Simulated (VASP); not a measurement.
# CuF (P6_3/mmc) in VASP: a series of runs

CuF is run at these levels: PBE; tasks: single point.

All numbers are computed with VASP 6.6.1; they aren't measurements. Logs are shortened: lines on timing, memory, paths and dates and some standing lists are left out, and cuts for length are marked.

### Step 1. The cell of the first run

Symmetry: P6_3/mmc, No. 194, hexagonal system. Conventional cell: a = 3.509 Å, b = 3.509 Å, c = 5.083 Å, α = 90.00°, β = 90.00°, γ = 120.00°. Cu (site symmetry -6m2) has 5 F at 2.03 to 2.54 Å within 2.7 Å. Within 2.7 Å of F (site symmetry -6m2) lie 5 Cu at 2.03 to 2.54 Å.

### Step 2. Single point, PBE

Input file INCAR:

```
SYSTEM = CuF
ALGO = Normal
EDIFF = 1E-6
ENCUT = 1350
GGA = PE
GGA_COMPAT = .False.
ISIF = 2
ISMEAR = -1
LASPH = .True.
LCHARG = .False.
LREAL = .False.
LWAVE = .False.
NBANDS = 34
NELM = 120
PREC = Accurate
SIGMA = 0.02
```

Input file KPOINTS:

```
k-points
0
Gamma
  6 6 4
  0 0 0
```

Input file POSCAR:

```
CuF
1.0
    3.5086571495      0.0000000000      0.0000000000
   -1.7543285748      3.0385862246      0.0000000000
    0.0000000000      0.0000000000      5.0825198930
Cu F
2 2
Direct
    0.3333333333      0.6666666667      0.2500000000
    0.6666666667      0.3333333333      0.7500000000
    0.6666666667      0.3333333333      0.2500000000
    0.3333333333      0.6666666667      0.7500000000
```

Potentials or basis: VASP PAW PBE potentials, release 64 (Cu_sv_GW, F_h).

Command:

```bash
$ cat potpaw_PBE.64/Cu_sv_GW/POTCAR potpaw_PBE.64/F_h/POTCAR > POTCAR
$ mpirun -np 1 vasp_std > vasp.out
```

OUTCAR:

```text
SYSTEM = CuF
   EDIFF = 1E-6
   ENCUT = 1350
   GGA = PE
   ISIF = 2
   ISMEAR = -1
   LASPH = .True.
   LREAL = .False.
   NELM = 120
   PREC = Accurate

 ion  position               nearest neighbor table
   1  0.333  0.667  0.250-   3 2.03   3 2.03   3 2.03
   2  0.667  0.333  0.750-   4 2.03   4 2.03   4 2.03
   3  0.667  0.333  0.250-   1 2.03   1 2.03   1 2.03
   4  0.333  0.667  0.750-   2 2.03   2 2.03   2 2.03

  LATTYP: Found a hexagonal cell.
 ALAT       =     3.5086571495
 C/A-ratio  =     1.4485655556

  Lattice vectors:

 A1 = (   3.5086571495,   0.0000000000,   0.0000000000)
 A2 = (  -1.7543285748,   3.0385862246,   0.0000000000)
 A3 = (   0.0000000000,   0.0000000000,   5.0825198930)

Analysis of symmetry for initial positions (statically):
=====================================================================
 Subroutine PRICEL returns:
 Original cell was already a primitive cell.

 Routine SETGRP: Setting up the symmetry group for a
 hexagonal supercell.

 Subroutine GETGRP returns: Found 24 space group operations
 (whereof 12 operations were pure point group operations)
 out of a pool of 24 trial point group operations.

The static configuration has the point symmetry D_3d.
 The point group associated with its full space group is D_6h.

Analysis of symmetry for dynamics (positions and initial velocities):
=====================================================================
 Subroutine PRICEL returns:
 Original cell was already a primitive cell.

 Routine SETGRP: Setting up the symmetry group for a
 hexagonal supercell.

 Subroutine GETGRP returns: Found 24 space group operations
 (whereof 12 operations were pure point group operations)
 out of a pool of 24 trial point group operations.

The dynamic configuration has the point symmetry D_3d.
 The point group associated with its full space group is D_6h.

 Subroutine INISYM returns: Found 24 space group operations
 (whereof 12 operations are pure point group operations),
 and found     1 'primitive' translations

----------------------------------------------------------------------------------------

                                     Primitive cell

  volume of cell :      54.1866

  direct lattice vectors                    reciprocal lattice vectors
     3.508657149  0.000000000  0.000000000     0.285009323  0.164550210  0.000000000
    -1.754328575  3.038586225  0.000000000     0.000000000  0.329100419  0.000000000
     0.000000000  0.000000000  5.082519893     0.000000000  0.000000000  0.196752796

  length of vectors
     3.508657149  3.508657149  5.082519893     0.329100419  0.329100419  0.196752796

  position of ions in fractional coordinates (direct lattice)
     0.333333333  0.666666667  0.250000000
     0.666666667  0.333333333  0.750000000
     0.666666667  0.333333333  0.250000000
     0.333333333  0.666666667  0.750000000

  ion indices of the primitive-cell ions
   primitive index   ion index
                 1           1
                 2           2
                 3           3
                 4           4

----------------------------------------------------------------------------------------

 KPOINTS: k-points

Automatic generation of k-mesh.
 Grid dimensions read from file:
 generate k-points for:    6    6    4

 Generating k-lattice:

  Cartesian coordinates                     Fractional coordinates (reciprocal lattice)
     0.047501554  0.027425035  0.000000000     0.166666667 -0.000000000  0.000000000
     0.000000000  0.054850070  0.000000000     0.000000000  0.166666667  0.000000000
     0.000000000  0.000000000  0.049188199     0.000000000  0.000000000  0.250000000

  Length of vectors
     0.054850070  0.054850070  0.049188199

  Shift w.r.t. Gamma in fractional coordinates (k-lattice)
     0.000000000  0.000000000  0.000000000

 Subroutine IBZKPT returns following result:
 ===========================================

 Found     21 irreducible k-points:

 Following reciprocal coordinates:
            Coordinates               Weight
  0.000000  0.000000  0.000000      1.000000
  0.166667  0.000000  0.000000      6.000000
  0.333333  0.000000  0.000000      6.000000
  0.500000  0.000000  0.000000      3.000000
  0.166667  0.166667  0.000000      6.000000
  0.333333  0.166667  0.000000     12.000000
[... 13 lines left out ...]
  0.333333  0.166667  0.500000     12.000000
  0.333333  0.333333  0.500000      2.000000
   k-points           NKPTS =     21   k-points in BZ     NKDIM =     21   number of bands    NBANDS=     34
   number of dos      NEDOS =    301   number of ions     NIONS =      4
   total plane-waves  NPLWV = 112896
   dimension x,y,z NGX =    42 NGY =   42 NGZ =   64
   dimension x,y,z NGXF=    84 NGYF=   84 NGZF=  128
   ions per type =               2   2
   NGX,Y,Z   is equivalent  to a cutoff of  19.90, 19.90, 20.93 a.u.
   NGXF,Y,Z  is equivalent  to a cutoff of  39.80, 39.80, 41.87 a.u.
 SYSTEM =  CuF
   PREC   = accura    normal or accurate (medium, high low for compatibility)
   ISTART =      0    job   : 0-new  1-cont  2-samecut
   ICHARG =      2    charge: 1-file 2-atom 10-const
   ISPIN  =      1    spin polarized calculation?
   LNONCOLLINEAR =      F non collinear calculations
   LSORBIT =      F    spin-orbit coupling
   LASPH  =      T    aspherical Exc in radial PAW
   ENCUT  = 1350.0 eV  99.22 Ry    9.96 a.u.  10.51 10.51 15.23*2*pi/ulx,y,z
   NELM   =    120;   NELMIN=  2; NELMDL= -5     # of ELM steps
   EDIFF  = 0.1E-05   stopping-criterion for ELM
   LREAL  =      F    real-space projection
   EDIFFG = 0.1E-04   stopping-criterion for IOM
   NSW    =      0    number of steps for IOM
   IBRION =     -1    ionic relax: 0-MD 1-quasi-New 2-CG
   NFREE  =      0    steps in history (QN), initial steepest desc. (CG)
   ISIF   =      2    stress and relaxation
   ISYM   =      2    0-nonsym 1-usesym 2-fastsym
   POTIM  = 0.5000    time-step for ionic-motion
   TEBEG  =    0.0;   TEEND  =   0.0 temperature during run
   PSTRESS=    0.0 pullay stress
   NELECT =      52.0000    total number of electrons
   NUPDOWN=      -1.0000    fix difference up-down
   EMIN   =  10.00;   EMAX   =-10.00  energy-range for DOS
   EFERMI =   0.00;   METHOD = LEGACY
   ISMEAR =    -1;   SIGMA  =   0.02  broadening in eV -4-tet -1-fermi 0-gaus
   EFERMI_NEDOS =   21; number of points for ismear=-14 and -15
   IALGO  =     38    algorithm
   IMIX   =      4    mixing-type and parameters
     AMIX     =   0.40;   BMIX     =  1.00
     AMIX_MAG =   1.60;   BMIX_MAG =  1.00
  volume/ion in A,a.u.               =      13.55        91.42
  Fermi-wavevector in a.u.,A,eV,Ry     =   1.614775  3.051483 35.477179  2.607499
  Thomas-Fermi vector in A             =   2.709630
   LORBIT       =      0    0 simple, 1 ext, 2 COOP (PROOUT), +10 PAW based schemes
   GGA     = PE    functional components
   LHFCALC =     F    Hartree Fock is set to
   AEXX    =    0.0000 exact exchange contribution
   IVDW    =     0    specifies the selected vdW correction
   LEPSILON=     F    determine dielectric tensor
   LRPA    =     F    only Hartree local field effects (RPA)
 non-spin polarized calculation
  energy-cutoff  :     1350.00
  volume of cell :       54.19
 maximum number of plane-waves:      6139
   NGX = 21   NGY = 21   NGZ = 31

 number of electron      52.0000009 magnetization

 Free energy of the ion-electron system (eV)
  ---------------------------------------------------
  ext. energy  EPLUGINS =         0.00000000
  ---------------------------------------------------
  free energy    TOTEN  =       -14.32442309 eV

  energy without entropy =      -14.32009638  energy(sigma->0) =      -14.32225973

 E-fermi :   3.6251     XC(G=0): -10.3116

 val. band max:        3.6229456425   @ k =   0.0000   0.0000   0.5000
 cond. band min:       3.6315067996   @ k =   0.0000   0.0000   0.2500
 fundamental gap:      0.0085611570
 Fermi energy:         3.6251336271

 k-point     1 :       0.0000    0.0000    0.0000
  band No.  band energies     occupation
      1    -107.1396      2.00000
      2    -107.1393      2.00000
      3     -64.6147      2.00000
      4     -64.6102      2.00000
      5     -64.5646      2.00000
      6     -64.5646      2.00000
[... 26 lines left out ...]
     33      15.5786      0.00000
     34      17.9569      0.00000

 k-point     2 :       0.1667    0.0000    0.0000
  band No.  band energies     occupation
      1    -107.1396      2.00000
      2    -107.1393      2.00000
      3     -64.6144      2.00000
      4     -64.6104      2.00000
      5     -64.5650      2.00000
      6     -64.5648      2.00000
[... 26 lines left out ...]
     33      16.6415      0.00000
     34      16.7441      0.00000

 k-point     3 :       0.3333    0.0000    0.0000
  band No.  band energies     occupation
      1    -107.1395      2.00000
      2    -107.1393      2.00000
      3     -64.6136      2.00000
      4     -64.6110      2.00000
      5     -64.5658      2.00000
      6     -64.5651      2.00000
[... 26 lines left out ...]
     33      14.3103      0.00000
     34      18.2798      0.00000

 k-point     4 :       0.5000    0.0000    0.0000
  band No.  band energies     occupation
      1    -107.1395      2.00000
      2    -107.1394      2.00000
      3     -64.6130      2.00000
      4     -64.6115      2.00000
      5     -64.5661      2.00000
      6     -64.5654      2.00000
[... 26 lines left out ...]
     33      14.2787      0.00000
     34      18.0183      0.00000

 k-point     5 :       0.1667    0.1667    0.0000
  band No.  band energies     occupation
      1    -107.1395      2.00000
      2    -107.1393      2.00000
      3     -64.6138      2.00000
      4     -64.6109      2.00000
      5     -64.5654      2.00000
      6     -64.5652      2.00000
[... 510 lines left out ...]
 k-point    19 :       0.1667    0.1667    0.5000
  band No.  band energies     occupation
      1    -107.1394      2.00000
      2    -107.1394      2.00000
      3     -64.6124      2.00000
      4     -64.6124      2.00000
      5     -64.5650      2.00000
      6     -64.5650      2.00000
[... 26 lines left out ...]
     33      15.3959      0.00000
     34      15.3960      0.00000

 k-point    20 :       0.3333    0.1667    0.5000
  band No.  band energies     occupation
      1    -107.1394      2.00000
      2    -107.1394      2.00000
      3     -64.6124      2.00000
      4     -64.6124      2.00000
      5     -64.5655      2.00000
      6     -64.5655      2.00000
[... 26 lines left out ...]
     33      16.0992      0.00000
     34      16.1072      0.00000

 k-point    21 :       0.3333    0.3333    0.5000
  band No.  band energies     occupation
      1    -107.1394      2.00000
      2    -107.1394      2.00000
      3     -64.6123      2.00000
      4     -64.6123      2.00000
      5     -64.5654      2.00000
      6     -64.5654      2.00000
[... 26 lines left out ...]
     33      17.2304      0.00000
     34      17.2687      0.00000

------------------------ aborting loop because EDIFF is reached ----------------------------------------

  FORCE on cell =-STRESS in cart. coord.  units (eV):
  Direction    XX          YY          ZZ          XY          YZ          ZX
  --------------------------------------------------------------------------------------
  -------------------------------------------------------------------------------------
  Total        1.5302116      1.5302116      1.1789886     -0.0000000      0.0000000      0.0000000
  in kB       45.2449889     45.2449889     34.8600988     -0.0000000      0.0000000      0.0000000
  external PRESSURE =      41.7833589 kB  Pullay stress =       0.0000000 kB

 VOLUME and BASIS-vectors are now :
 -----------------------------------------------------------------------------
  energy-cutoff  :     1350.00
  volume of cell :       54.19
      direct lattice vectors                 reciprocal lattice vectors
     3.508657149  0.000000000  0.000000000     0.285009323  0.164550210  0.000000000
    -1.754328575  3.038586225  0.000000000     0.000000000  0.329100419  0.000000000
     0.000000000  0.000000000  5.082519893     0.000000000  0.000000000  0.196752796

 POSITION                                       TOTAL-FORCE (eV/Angst)
 -----------------------------------------------------------------------------------
     -0.00000      2.02572      1.27063         0.000000      0.000000      0.000000
      1.75433      1.01286      3.81189        -0.000000     -0.000000      0.000000
      1.75433      1.01286      1.27063         0.000000      0.000000      0.000000
     -0.00000      2.02572      3.81189        -0.000000     -0.000000      0.000000
 -----------------------------------------------------------------------------------
    total drift:                               -0.000001      0.000001     -0.000000

  FREE ENERGIE OF THE ION-ELECTRON SYSTEM (eV)
  ---------------------------------------------------
  free  energy   TOTEN  =       -14.3244230853 eV

  energy  without entropy=      -14.3200963807  energy(sigma->0) =      -14.32225973
```

Wall time 5.7 min (1 thread of Intel Xeon Platinum 8259CL at 2.50GHz (Skylake/Cascade Lake), shared host); peak memory 0.43 GiB.

Results:

```yaml
Free_energy: -14.3244 eV
Pressure: 4.2 GPa
Band_gap_on_the_k_mesh: zero (bands 26 and 27 overlap by 0.03 eV)
```

Stress tensor (GPa, compression positive):
```
4.52 0.00 0.00
0.00 4.52 0.00
0.00 0.00 3.49
```

Caveat: the cell stands under pressure; semilocal functionals underestimate gaps, and a narrow one can read as zero. With open d or f shells a metallic result of PBE can be an artefact of self-interaction; +U or a hybrid may open a gap.

### Step 3. Single point, PBE

Input file INCAR:

```
  PREC = Accurate
  ENCUT = 1350
  EDIFF = 1E-6
  ISMEAR = -1
  SIGMA = 0.02
  LREAL = False
  LASPH = True
  NELM = 120
  ALGO = Normal
  ISIF = 2
  LWAVE = False
  LCHARG = False
  GGA = PE
  NBANDS = 34
  GGA_COMPAT = False
```

Input file KPOINTS:

```
Automatic mesh
0
Gamma
  6 6 4
```

POSCAR is that of step 2.

Potentials or basis: VASP PAW PBE potentials, release 64 (Cu_sv_GW, F_h).

Command:

```bash
$ cat potpaw_PBE.64/Cu_sv_GW/POTCAR potpaw_PBE.64/F_h/POTCAR > POTCAR
$ mpirun -np 1 vasp_std > vasp.out
```

Wall time 1.9 min (1 thread of Intel Xeon 6975P-C (Granite Rapids), shared host); peak memory 0.43 GiB.

It converged, with:

- Free energy: -14.3244 eV
- Pressure: 4.2 GPa
- Band gap on the k mesh: zero (bands 26 and 27 overlap by 0.03 eV)

Stress tensor (GPa, compression positive):
```
4.52 0.00 0.00
0.00 4.52 0.00
0.00 0.00 3.49
```

Levels at points of the mesh, in eV from the Fermi level:
| k point | band 23 | band 24 | band 25 | band 26 | band 27 | band 28 | band 29 | band 30 |
| --- | --- | --- | --- | --- | --- | --- | --- | --- |
| (0.00, 0.00, 0.00) | -0.83 | -0.01 | -0.01 | 0.01 | 0.01 | 3.69 | 5.13 | 11.33 |
| (0.50, 0.00, 0.00) | -0.78 | -0.68 | -0.67 | -0.55 | 3.22 | 4.07 | 6.60 | 7.55 |
| (0.00, 0.00, 0.50) | 0.00 | 0.00 | 0.00 | 0.00 | 0.58 | 0.58 | 9.40 | 9.40 |
| (0.50, 0.00, 0.50) | -0.60 | -0.60 | -0.53 | -0.53 | 4.07 | 4.07 | 5.19 | 5.19 |

Caveat: the cell stands under pressure; semilocal functionals underestimate gaps, and a narrow one can read as zero. With open d or f shells a metallic result of PBE can be an artefact of self-interaction; +U or a hybrid may open a gap.
